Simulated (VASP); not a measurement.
# MgO (P-6m2) in VASP: further runs

MgO is run at these levels: LDA, RPBE, PBE; tasks: single point.

Program: VASP 6.6.1. These are calculated values, not measurements. Logs are shortened: lines on timing, memory, paths and dates and some standing lists are left out, and cuts for length are marked.

## (1) The cell of the first run

The structure is hexagonal, space group P-6m2 (No. 187). The conventional cell has a = 2.878 Å, b = 2.878 Å, c = 2.625 Å, α = 90.00°, β = 90.00°, γ = 120.00°. Mg (site symmetry -6m2) has 6 O at 2.12 Å and 2 Mg at 2.62 Å within 2.8 Å. Within 2.8 Å of O (site symmetry -6m2) lie 6 Mg at 2.12 Å and 2 O at 2.62 Å.

## (2) Single point, LDA (volume scaled by 0.94)

INCAR reads:

```
ALGO     = Normal         # electronic algorithm
EDIFF    = 1E-6           # SCF threshold, eV
ENCUT    = 520            # plane-wave cutoff, eV
ISIF     = 2              # what is computed and relaxed
ISMEAR   = 0              # smearing method
LASPH    = T              # aspherical terms in the spheres
LCHARG   = T              # write CHGCAR
LELF     = T              # ELF
LREAL    = F              # projectors in reciprocal space
LVHAR    = T            
LWAVE    = F              # write WAVECAR
NBANDS   = 11             # bands
NELM     = 100            # most SCF steps
PREC     = Accurate       # precision mode
SIGMA    = 0.05           # smearing width, eV
```

KPOINTS reads:

```
k-points
0
Gamma
  10 10 10
```

POSCAR reads:

```
MgO
1.0
    2.8780444641      0.0000000000      0.0000000000
   -1.4390222320      2.4924596191      0.0000000000
    0.0000000000      0.0000000000      2.6249773038
Mg O
1 1
Direct
    0.0000000000      0.0000000000      0.0000000000
    0.3333333333      0.6666666667      0.5000000000
```

Potentials or basis: VASP PAW LDA potentials, release 64 (Mg, O).

Run with:

```sh
$ cat potpaw_LDA.64/Mg/POTCAR potpaw_LDA.64/O/POTCAR > POTCAR
$ mpirun -np 1 vasp_std > vasp.out
```

OUTCAR:

```text
EDIFF = 1E-6
   ENCUT = 520
   ISIF = 2
   ISMEAR = 0
   LASPH = T
   LREAL = F
   NELM = 100
   PREC = Accurate

 ion  position               nearest neighbor table
   1  0.000  0.000  0.000-   2 2.12   2 2.12   2 2.12   2 2.12   2 2.12   2 2.12
   2  0.333  0.667  0.500-   1 2.12   1 2.12   1 2.12   1 2.12   1 2.12   1 2.12

  LATTYP: Found a hexagonal cell.
 ALAT       =     2.8780444641
 C/A-ratio  =     0.9120697531

  Lattice vectors:

 A1 = (   2.8780444641,   0.0000000000,   0.0000000000)
 A2 = (  -1.4390222320,   2.4924596191,   0.0000000000)
 A3 = (   0.0000000000,   0.0000000000,   2.6249773038)

Analysis of symmetry for initial positions (statically):
=====================================================================
 Subroutine PRICEL returns:
 Original cell was already a primitive cell.

 Routine SETGRP: Setting up the symmetry group for a
 hexagonal supercell.

 Subroutine GETGRP returns: Found 12 space group operations
 (whereof 12 operations were pure point group operations)
 out of a pool of 24 trial point group operations.

The static configuration has the point symmetry D_3h.

Analysis of symmetry for dynamics (positions and initial velocities):
=====================================================================
 Subroutine PRICEL returns:
 Original cell was already a primitive cell.

 Routine SETGRP: Setting up the symmetry group for a
 hexagonal supercell.

 Subroutine GETGRP returns: Found 12 space group operations
 (whereof 12 operations were pure point group operations)
 out of a pool of 24 trial point group operations.

The dynamic configuration has the point symmetry D_3h.

 Subroutine INISYM returns: Found 12 space group operations
 (whereof 12 operations are pure point group operations),
 and found     1 'primitive' translations

----------------------------------------------------------------------------------------

                                     Primitive cell

  volume of cell :      18.8300

  direct lattice vectors                    reciprocal lattice vectors
     2.878044464  0.000000000  0.000000000     0.347458148  0.200605055  0.000000000
    -1.439022232  2.492459619  0.000000000     0.000000000  0.401210111  0.000000000
     0.000000000  0.000000000  2.624977304     0.000000000  0.000000000  0.380955675

  length of vectors
     2.878044464  2.878044464  2.624977304     0.401210111  0.401210111  0.380955675

  position of ions in fractional coordinates (direct lattice)
     0.000000000  0.000000000  0.000000000
     0.333333333  0.666666667  0.500000000

  ion indices of the primitive-cell ions
   primitive index   ion index
                 1           1
                 2           2

----------------------------------------------------------------------------------------

 KPOINTS: k-points

Automatic generation of k-mesh.
 Grid dimensions read from file:
 generate k-points for:   10   10   10

 Generating k-lattice:

  Cartesian coordinates                     Fractional coordinates (reciprocal lattice)
     0.034745815  0.020060506  0.000000000     0.100000000  0.000000000  0.000000000
     0.000000000  0.040121011  0.000000000     0.000000000  0.100000000  0.000000000
     0.000000000  0.000000000  0.038095567     0.000000000  0.000000000  0.100000000

  Length of vectors
     0.040121011  0.040121011  0.038095567

  Shift w.r.t. Gamma in fractional coordinates (k-lattice)
     0.000000000  0.000000000  0.000000000

 Subroutine IBZKPT returns following result:
 ===========================================

 Found     84 irreducible k-points:

 Following reciprocal coordinates:
            Coordinates               Weight
  0.000000  0.000000  0.000000      1.000000
  0.100000  0.000000  0.000000      6.000000
  0.200000  0.000000  0.000000      6.000000
  0.300000 -0.000000  0.000000      6.000000
  0.400000  0.000000  0.000000      6.000000
  0.500000  0.000000  0.000000      3.000000
[... 16 lines left out ...]
  0.300000  0.100000  0.100000     24.000000
  0.400000  0.100000  0.100000     24.000000
 [... further k-points ...]
   k-points           NKPTS =     84   k-points in BZ     NKDIM =     84   number of bands    NBANDS=     11
   number of dos      NEDOS =    301   number of ions     NIONS =      2
   total plane-waves  NPLWV =  11520
   dimension x,y,z NGX =    24 NGY =   24 NGZ =   20
   dimension x,y,z NGXF=    48 NGYF=   48 NGZF=   40
   ions per type =               1   1
   NGX,Y,Z   is equivalent  to a cutoff of  13.86, 13.86, 12.67 a.u.
   NGXF,Y,Z  is equivalent  to a cutoff of  27.73, 27.73, 25.33 a.u.
 SYSTEM =  unknown system
   PREC   = accura    normal or accurate (medium, high low for compatibility)
   ISTART =      0    job   : 0-new  1-cont  2-samecut
   ICHARG =      2    charge: 1-file 2-atom 10-const
   ISPIN  =      1    spin polarized calculation?
   LNONCOLLINEAR =      F non collinear calculations
   LSORBIT =      F    spin-orbit coupling
   LASPH  =      T    aspherical Exc in radial PAW
   ENCUT  =  520.0 eV  38.22 Ry    6.18 a.u.   5.35  5.35  4.88*2*pi/ulx,y,z
   NELM   =    100;   NELMIN=  2; NELMDL= -5     # of ELM steps
   EDIFF  = 0.1E-05   stopping-criterion for ELM
   LREAL  =      F    real-space projection
   EDIFFG = 0.1E-04   stopping-criterion for IOM
   NSW    =      0    number of steps for IOM
   IBRION =     -1    ionic relax: 0-MD 1-quasi-New 2-CG
   NFREE  =      0    steps in history (QN), initial steepest desc. (CG)
   ISIF   =      2    stress and relaxation
   ISYM   =      2    0-nonsym 1-usesym 2-fastsym
   POTIM  = 0.5000    time-step for ionic-motion
   TEBEG  =    0.0;   TEEND  =   0.0 temperature during run
   PSTRESS=    0.0 pullay stress
   NELECT =       8.0000    total number of electrons
   NUPDOWN=      -1.0000    fix difference up-down
   EMIN   =  10.00;   EMAX   =-10.00  energy-range for DOS
   EFERMI =   0.00;   METHOD = LEGACY
   ISMEAR =     0;   SIGMA  =   0.05  broadening in eV -4-tet -1-fermi 0-gaus
   EFERMI_NEDOS =   21; number of points for ismear=-14 and -15
   IALGO  =     38    algorithm
   IMIX   =      4    mixing-type and parameters
     AMIX     =   0.40;   BMIX     =  1.00
     AMIX_MAG =   1.60;   BMIX_MAG =  1.00
  volume/ion in A,a.u.               =       9.42        63.54
  Fermi-wavevector in a.u.,A,eV,Ry     =   1.230706  2.325698 20.607902  1.514638
  Thomas-Fermi vector in A             =   2.365544
   LORBIT       =      0    0 simple, 1 ext, 2 COOP (PROOUT), +10 PAW based schemes
   GGA     = CA    functional components
   LHFCALC =     F    Hartree Fock is set to
   AEXX    =    0.0000 exact exchange contribution
   IVDW    =     0    specifies the selected vdW correction
   LEPSILON=     F    determine dielectric tensor
   LRPA    =     F    only Hartree local field effects (RPA)
 non-spin polarized calculation
 Gauss-broadening in eV      SIGMA  =   0.05
  energy-cutoff  :      520.00
  volume of cell :       18.83
 maximum number of plane-waves:       532
 NGX is ok and might be reduce to    24
   NGX = 11   NGY = 11   NGZ =  9

 number of electron       7.9999996 magnetization

 Free energy of the ion-electron system (eV)
  ---------------------------------------------------
  ext. energy  EPLUGINS =         0.00000000
  ---------------------------------------------------
  free energy    TOTEN  =       -12.72707203 eV

  energy without entropy =      -12.72707203  energy(sigma->0) =      -12.72707203

 E-fermi :   3.8160     XC(G=0): -11.5240

 val. band max:        3.4676047647   @ k =   0.3000   0.3000   0.0000
 cond. band min:       6.8964407481   @ k =   0.0000   0.0000   0.0000
 fundamental gap:      3.4288359834
 Fermi energy:         3.8160066949

 k-point     1 :       0.0000    0.0000    0.0000
  band No.  band energies     occupation
      1     -14.0293      2.00000
      2       2.8219      2.00000
      3       2.8219      2.00000
      4       3.0539      2.00000
      5       6.8964      0.00000
      6      15.2939      0.00000
      7      19.2833      0.00000
      8      19.2833      0.00000
      9      23.8043      0.00000
     10      25.0245      0.00000
     11      26.5745      0.00000

 k-point     2 :       0.1000    0.0000    0.0000
  band No.  band energies     occupation
      1     -13.9278      2.00000
      2       2.1395      2.00000
      3       2.7417      2.00000
      4       3.0871      2.00000
      5       7.5142      0.00000
      6      15.3481      0.00000
      7      18.2866      0.00000
      8      19.5698      0.00000
      9      24.8303      0.00000
     10      25.0103      0.00000
     11      26.7372      0.00000

 k-point     3 :       0.2000    0.0000    0.0000
  band No.  band energies     occupation
      1     -13.6497      2.00000
      2       0.8056      2.00000
      3       2.5401      2.00000
      4       3.1760      2.00000
      5       8.6607      0.00000
      6      15.0279      0.00000
      7      17.4678      0.00000
      8      20.2945      0.00000
      9      24.2856      0.00000
     10      25.0298      0.00000
     11      27.3185      0.00000

 k-point     4 :       0.3000   -0.0000    0.0000
  band No.  band energies     occupation
      1     -13.2744      2.00000
      2      -0.4956      2.00000
      3       2.3057      2.00000
      4       3.2900      2.00000
      5       9.6384      0.00000
      6      14.3755      0.00000
      7      17.4338      0.00000
      8      21.1064      0.00000
      9      23.5645      0.00000
     10      24.8626      0.00000
     11      28.5700      0.00000
[... 239 lines left out ...]
 k-point    22 :       0.2000    0.1000    0.1000
  band No.  band energies     occupation
      1     -13.3210      2.00000
      2       0.1280      2.00000
      3       2.2460      2.00000
      4       2.6864      2.00000
      5       9.7666      0.00000
      6      14.7155      0.00000
      7      17.7687      0.00000
      8      20.3034      0.00000
      9      22.6794      0.00000
     10      25.4678      0.00000
     11      27.5508      0.00000

 k-point    23 :       0.3000    0.1000    0.1000
  band No.  band energies     occupation
      1     -12.9693      2.00000
      2      -0.8669      2.00000
      3       1.9155      2.00000
      4       2.8470      2.00000
      5      10.4641      0.00000
      6      14.3282      0.00000
      7      17.6763      0.00000
      8      20.5909      0.00000
      9      22.2394      0.00000
     10      25.9272      0.00000
     11      27.8300      0.00000

 k-point    24 :       0.4000    0.1000    0.1000
  band No.  band energies     occupation
      1     -12.7332      2.00000
      2      -1.4512      2.00000
      3       1.7208      2.00000
      4       2.9508      2.00000
      5      10.7227      0.00000
      6      14.4093      0.00000
      7      17.2368      0.00000
      8      21.1473      0.00000
      9      21.7996      0.00000
     10      26.5142      0.00000
     11      27.8731      0.00000

 [... further k-points ...]
[... 5 lines left out ...]
  --------------------------------------------------------------------------------------
  -------------------------------------------------------------------------------------
  Total       -0.3232783     -0.3232783     -0.2606258     -0.0000000      0.0000000     -0.0000000
  in kB      -27.5065424    -27.5065424    -22.1756709     -0.0000000      0.0000000     -0.0000000
  external PRESSURE =     -25.7295853 kB  Pullay stress =       0.0000000 kB

 VOLUME and BASIS-vectors are now :
 -----------------------------------------------------------------------------
  energy-cutoff  :      520.00
  volume of cell :       18.83
      direct lattice vectors                 reciprocal lattice vectors
     2.878044464  0.000000000  0.000000000     0.347458148  0.200605055  0.000000000
    -1.439022232  2.492459619  0.000000000     0.000000000  0.401210111  0.000000000
     0.000000000  0.000000000  2.624977304     0.000000000  0.000000000  0.380955675

 POSITION                                       TOTAL-FORCE (eV/Angst)
 -----------------------------------------------------------------------------------
      0.00000      0.00000      0.00000        -0.000000      0.000000      0.000000
     -0.00000      1.66164      1.31249         0.000000      0.000000      0.000000
 -----------------------------------------------------------------------------------
    total drift:                                0.000000     -0.000000     -0.000000

  FREE ENERGIE OF THE ION-ELECTRON SYSTEM (eV)
  ---------------------------------------------------
  free  energy   TOTEN  =       -12.7270720281 eV

  energy  without entropy=      -12.7270720281  energy(sigma->0) =      -12.72707203
```

It took 9.7 s on 1 thread of Intel Xeon 6975P-C, shared host; peak memory 0.14 GiB.

What came out:

* Free energy: -12.7271 eV
* Pressure: -2.6 GPa
* Band gap on the k mesh: 3.43 eV, indirect (least direct gap 3.84 eV)

(Part 1 of 3 ends here.)
